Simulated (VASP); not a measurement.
# Al3Cu (P4mm) in VASP: single point with PBEsol

Aim: the single point of Al3Cu with PBEsol.

Program: VASP 6.6.1. These are calculated values, not measurements. Logs are shortened: lines on timing, memory, paths and dates and some standing lists are left out, and cuts for length are marked.

## 1. The cell of the first run

Symmetry: P4mm, No. 99, tetragonal system. The conventional cell has a = 2.780 Å, b = 2.780 Å, c = 7.603 Å, α = 90.00°, β = 90.00°, γ = 90.00°. Within 3.7 Å of Al (site symmetry 4mm) lie 12 Al at 2.78 to 2.89 Å. Within 3.5 Å of Al (site symmetry 4mm) lie 4 Cu at 2.63 Å and 9 Al at 2.78 to 3.36 Å. Al (site symmetry 4mm) has 4 Cu at 2.54 Å and 9 Al at 2.78 to 3.36 Å within 3.4 Å. Cu (site symmetry 4mm) has 8 Al at 2.54 to 2.63 Å and 4 Cu at 2.78 Å within 3.4 Å.

## 2. Single point, PBEsol (atom 4 (Cu) moved -0.067 Å along Cartesian [0 0 1])

Contents of INCAR:

```
ALGO = Fast
EDIFF = 1E-6
ENCUT = 520
GGA = PS
ISIF = 2
ISMEAR = 0
LASPH = T
LCHARG = F
LREAL = F
LWAVE = F
NBANDS = 18
NELM = 60
PREC = Accurate
SIGMA = 0.15
```

Contents of KPOINTS:

```
k-points
0
Gamma
  18 18 6
```

Contents of POSCAR:

```
Al3Cu
1.0
    2.7796830098      0.0000000000      0.0000000000
    0.0000000000      2.7796830098      0.0000000000
    0.0000000000      0.0000000000      7.6029571177
Al Cu
3 1
Direct
    0.0000000000      0.0000000000      0.5000000000
    0.5000000000      0.5000000000      0.2206884206
    0.5000000000      0.5000000000      0.7793115794
    0.0000000000      0.0000000000     -0.0087729023
```

Potentials or basis: VASP PAW PBE potentials, release 64 (Al, Cu).

Launch:

```sh
$ cat potpaw_PBE.64/Al/POTCAR potpaw_PBE.64/Cu/POTCAR > POTCAR
$ mpirun -np 1 vasp_std > vasp.out
```

OUTCAR:

```text
EDIFF = 1E-6
   ENCUT = 520
   GGA = PS
   ISIF = 2
   ISMEAR = 0
   LASPH = T
   LREAL = F
   NELM = 60
   PREC = Accurate

 ion  position               nearest neighbor table
   1  0.000  0.000  0.500-   2 2.89   3 2.89   2 2.89   3 2.89   2 2.89   3 2.89   2 2.89   3 2.89

   2  0.500  0.500  0.221-   4 2.63   4 2.63   4 2.63   4 2.63   1 2.89   1 2.89   1 2.89   1 2.89
                             3 3.36
   3  0.500  0.500  0.779-   4 2.54   4 2.54   4 2.54   4 2.54   1 2.89   1 2.89   1 2.89   1 2.89
                             2 3.36
   4  0.000  0.000  0.991-   3 2.54   3 2.54   3 2.54   3 2.54   2 2.63   2 2.63   2 2.63   2 2.63

  LATTYP: Found a simple tetragonal cell.
 ALAT       =     2.7796830098
 C/A-ratio  =     2.7351885416

  Lattice vectors:

 A1 = (   2.7796830098,   0.0000000000,   0.0000000000)
 A2 = (   0.0000000000,   2.7796830098,   0.0000000000)
 A3 = (   0.0000000000,   0.0000000000,   7.6029571177)

Analysis of symmetry for initial positions (statically):
=====================================================================
 Subroutine PRICEL returns:
 Original cell was already a primitive cell.

 Routine SETGRP: Setting up the symmetry group for a
 simple tetragonal supercell.

 Subroutine GETGRP returns: Found  8 space group operations
 (whereof  8 operations were pure point group operations)
 out of a pool of 16 trial point group operations.

The static configuration has the point symmetry C_4v.

Analysis of symmetry for dynamics (positions and initial velocities):
=====================================================================
 Subroutine PRICEL returns:
 Original cell was already a primitive cell.

 Routine SETGRP: Setting up the symmetry group for a
 simple tetragonal supercell.

 Subroutine GETGRP returns: Found  8 space group operations
 (whereof  8 operations were pure point group operations)
 out of a pool of 16 trial point group operations.

The dynamic configuration has the point symmetry C_4v.

 Subroutine INISYM returns: Found  8 space group operations
 (whereof  8 operations are pure point group operations),
 and found     1 'primitive' translations

----------------------------------------------------------------------------------------

                                     Primitive cell

  volume of cell :      58.7453

  direct lattice vectors                    reciprocal lattice vectors
     2.779683010  0.000000000  0.000000000     0.359753251  0.000000000  0.000000000
     0.000000000  2.779683010  0.000000000     0.000000000  0.359753251  0.000000000
     0.000000000  0.000000000  7.602957118     0.000000000  0.000000000  0.131527771

  length of vectors
     2.779683010  2.779683010  7.602957118     0.359753251  0.359753251  0.131527771

  position of ions in fractional coordinates (direct lattice)
     0.000000000  0.000000000  0.500000000
     0.500000000  0.500000000  0.220688421
     0.500000000  0.500000000  0.779311579
     0.000000000  0.000000000  0.991227098

  ion indices of the primitive-cell ions
   primitive index   ion index
                 1           1
                 2           2
                 3           3
                 4           4

----------------------------------------------------------------------------------------

 KPOINTS: k-points

Automatic generation of k-mesh.
 Grid dimensions read from file:
 generate k-points for:   18   18    6

 Generating k-lattice:

  Cartesian coordinates                     Fractional coordinates (reciprocal lattice)
     0.019986292  0.000000000  0.000000000     0.055555556  0.000000000  0.000000000
     0.000000000  0.019986292  0.000000000     0.000000000  0.055555556  0.000000000
     0.000000000  0.000000000  0.021921295     0.000000000  0.000000000  0.166666667

  Length of vectors
     0.019986292  0.019986292  0.021921295

  Shift w.r.t. Gamma in fractional coordinates (k-lattice)
     0.000000000  0.000000000  0.000000000

 Subroutine IBZKPT returns following result:
 ===========================================

 Found    220 irreducible k-points:

 Following reciprocal coordinates:
            Coordinates               Weight
  0.000000  0.000000  0.000000      1.000000
  0.055556  0.000000  0.000000      4.000000
  0.111111  0.000000  0.000000      4.000000
  0.166667  0.000000  0.000000      4.000000
  0.222222  0.000000  0.000000      4.000000
  0.277778  0.000000  0.000000      4.000000
[... 16 lines left out ...]
  0.277778  0.111111  0.000000      8.000000
  0.333333  0.111111  0.000000      8.000000
 [... further k-points ...]
   k-points           NKPTS =    220   k-points in BZ     NKDIM =    220   number of bands    NBANDS=     18
   number of dos      NEDOS =    301   number of ions     NIONS =      4
   total plane-waves  NPLWV =  34560
   dimension x,y,z NGX =    24 NGY =   24 NGZ =   60
   dimension x,y,z NGXF=    48 NGYF=   48 NGZF=  120
   ions per type =               3   1
   NGX,Y,Z   is equivalent  to a cutoff of  14.35, 14.35, 13.12 a.u.
   NGXF,Y,Z  is equivalent  to a cutoff of  28.71, 28.71, 26.24 a.u.
 SYSTEM =  unknown system
   PREC   = accura    normal or accurate (medium, high low for compatibility)
   ISTART =      0    job   : 0-new  1-cont  2-samecut
   ICHARG =      2    charge: 1-file 2-atom 10-const
   ISPIN  =      1    spin polarized calculation?
   LNONCOLLINEAR =      F non collinear calculations
   LSORBIT =      F    spin-orbit coupling
   LASPH  =      T    aspherical Exc in radial PAW
   ENCUT  =  520.0 eV  38.22 Ry    6.18 a.u.   5.17  5.17 14.14*2*pi/ulx,y,z
   NELM   =     60;   NELMIN=  2; NELMDL= -5     # of ELM steps
   EDIFF  = 0.1E-05   stopping-criterion for ELM
   LREAL  =      F    real-space projection
   EDIFFG = 0.1E-04   stopping-criterion for IOM
   NSW    =      0    number of steps for IOM
   IBRION =     -1    ionic relax: 0-MD 1-quasi-New 2-CG
   NFREE  =      0    steps in history (QN), initial steepest desc. (CG)
   ISIF   =      2    stress and relaxation
   ISYM   =      2    0-nonsym 1-usesym 2-fastsym
   POTIM  = 0.5000    time-step for ionic-motion
   TEBEG  =    0.0;   TEEND  =   0.0 temperature during run
   PSTRESS=    0.0 pullay stress
   NELECT =      20.0000    total number of electrons
   NUPDOWN=      -1.0000    fix difference up-down
   EMIN   =  10.00;   EMAX   =-10.00  energy-range for DOS
   EFERMI =   0.00;   METHOD = LEGACY
   ISMEAR =     0;   SIGMA  =   0.15  broadening in eV -4-tet -1-fermi 0-gaus
   EFERMI_NEDOS =   21; number of points for ismear=-14 and -15
   IALGO  =     68    algorithm
   IMIX   =      4    mixing-type and parameters
     AMIX     =   0.40;   BMIX     =  1.00
     AMIX_MAG =   1.60;   BMIX_MAG =  1.00
  volume/ion in A,a.u.               =      14.69        99.11
  Fermi-wavevector in a.u.,A,eV,Ry     =   1.143125  2.160193 17.779212  1.306735
  Thomas-Fermi vector in A             =   2.279821
   LORBIT       =      0    0 simple, 1 ext, 2 COOP (PROOUT), +10 PAW based schemes
   GGA     = PS    functional components
   LHFCALC =     F    Hartree Fock is set to
   AEXX    =    0.0000 exact exchange contribution
   IVDW    =     0    specifies the selected vdW correction
   LEPSILON=     F    determine dielectric tensor
   LRPA    =     F    only Hartree local field effects (RPA)
 non-spin polarized calculation
 RMM-DIIS sequential band-by-band and
 Gauss-broadening in eV      SIGMA  =   0.15
  energy-cutoff  :      520.00
  volume of cell :       58.75
 maximum number of plane-waves:      1612
 NGX is ok and might be reduce to    24
   NGX = 11   NGY = 11   NGZ = 29

 number of electron      20.0000007 magnetization

 Free energy of the ion-electron system (eV)
  ---------------------------------------------------
  ext. energy  EPLUGINS =         0.00000000
  ---------------------------------------------------
  free energy    TOTEN  =       -16.96691257 eV

  energy without entropy =      -16.95275739  energy(sigma->0) =      -16.95983498

 E-fermi :   8.4081     XC(G=0): -10.9421

 val. band max:        8.4040255024   @ k =   0.2778   0.2222   0.1667
 cond. band min:       8.4085325863   @ k =   0.2778   0.2222   0.5000
 fundamental gap:      0.0045070840
 Fermi energy:         8.4081005190

 k-point     1 :       0.0000    0.0000    0.0000
  band No.  band energies     occupation
      1      -2.8075      2.00000
      2      -0.4082      2.00000
      3      -0.1041      2.00000
      4       3.8382      2.00000
      5       3.9256      2.00000
      6       4.7243      2.00000
[... 10 lines left out ...]
     17      17.5694      0.00000
     18      17.5725      0.00000

 k-point     2 :       0.0556    0.0000    0.0000
  band No.  band energies     occupation
      1      -2.7478      2.00000
      2      -0.3541      2.00000
      3      -0.0445      2.00000
      4       3.8493      2.00000
      5       3.9428      2.00000
      6       4.6858      2.00000
[... 10 lines left out ...]
     17      17.6316      0.00000
     18      17.8925      0.00000

 k-point     3 :       0.1111    0.0000    0.0000
  band No.  band energies     occupation
      1      -2.5687      2.00000
      2      -0.1925      2.00000
      3       0.1337      2.00000
      4       3.8789      2.00000
      5       3.9931      2.00000
      6       4.5870      2.00000
[... 10 lines left out ...]
     17      17.8190      0.00000
     18      18.2677      0.00000

 k-point     4 :       0.1667    0.0000    0.0000
  band No.  band energies     occupation
      1      -2.2714      2.00000
      2       0.0740      2.00000
      3       0.4290      2.00000
      4       3.9197      2.00000
      5       4.0691      2.00000
      6       4.4605      2.00000
[... 375 lines left out ...]
      4       4.0352      2.00000
      5       4.1920      2.00000
      6       4.3648      2.00000
[... 10 lines left out ...]
     17      18.0079      0.00000
     18      19.0582      0.00000

 k-point    23 :       0.2778    0.1111    0.0000
  band No.  band energies     occupation
      1      -1.0966      2.00000
      2       1.0980      2.00000
      3       1.5810      2.00000
      4       4.0627      2.00000
      5       4.2307      2.00000
      6       4.2734      2.00000
[... 10 lines left out ...]
     17      16.7189      0.00000
     18      17.9986      0.00000

 k-point    24 :       0.3333    0.1111    0.0000
  band No.  band energies     occupation
      1      -0.4614      2.00000
      2       1.6155      2.00000
      3       2.1849      2.00000
      4       3.9808      2.00000
      5       4.1650      2.00000
      6       4.2891      2.00000
[... 10 lines left out ...]
     17      16.3619      0.00000
     18      17.5825      0.00000

 [... further k-points ...]
[... 5 lines left out ...]
  --------------------------------------------------------------------------------------
  -------------------------------------------------------------------------------------
  Total        0.3056519      0.3056519      0.1875640      0.0000000     -0.0000000      0.0000000
  in kB        8.3361324      8.3361324      5.1154879      0.0000000     -0.0000000      0.0000000
  external PRESSURE =       7.2625843 kB  Pullay stress =       0.0000000 kB

 VOLUME and BASIS-vectors are now :
 -----------------------------------------------------------------------------
  energy-cutoff  :      520.00
  volume of cell :       58.75
      direct lattice vectors                 reciprocal lattice vectors
     2.779683010  0.000000000  0.000000000     0.359753251  0.000000000  0.000000000
     0.000000000  2.779683010  0.000000000     0.000000000  0.359753251  0.000000000
     0.000000000  0.000000000  7.602957118     0.000000000  0.000000000  0.131527771

 POSITION                                       TOTAL-FORCE (eV/Angst)
 -----------------------------------------------------------------------------------
      0.00000      0.00000      3.80148         0.000000      0.000000     -0.029458
      1.38984      1.38984      1.67788         0.000000     -0.000000     -0.107156
      1.38984      1.38984      5.92507         0.000000     -0.000000     -0.268300
      0.00000      0.00000      7.53626         0.000000      0.000000      0.404914
 -----------------------------------------------------------------------------------
    total drift:                                0.000000      0.000000      0.000035

  FREE ENERGIE OF THE ION-ELECTRON SYSTEM (eV)
  ---------------------------------------------------
  free  energy   TOTEN  =       -16.9669125683 eV

  energy  without entropy=      -16.9527573920  energy(sigma->0) =      -16.95983498
```

Run time: 3.2 min. Hardware: 1 thread of AMD EPYC 9R45 (Zen 5), shared host; peak memory 0.31 GiB.

What came out:

| Item | Value |
| --- | --- |
| Free energy | -16.9669 eV |
| Pressure | 0.7 GPa |
| Largest force | 0.405 eV/Å |
| Band gap on the k mesh | zero (band 10 reaches 12.56 eV, above the bottom of band 11 at 6.48 eV) |

Forces on the atoms (eV/Å):
```
Al   0.000  0.000 -0.029
Al   0.000  0.000 -0.107
Al   0.000  0.000 -0.268
Cu   0.000  0.000  0.405
```

Caveat: the cell differs from its parent crystal (atom 4 (Cu) moved -0.067 Å along Cartesian [0 0 1]); the PAW data sets were made with another functional, which shifts forces and pressure a little.
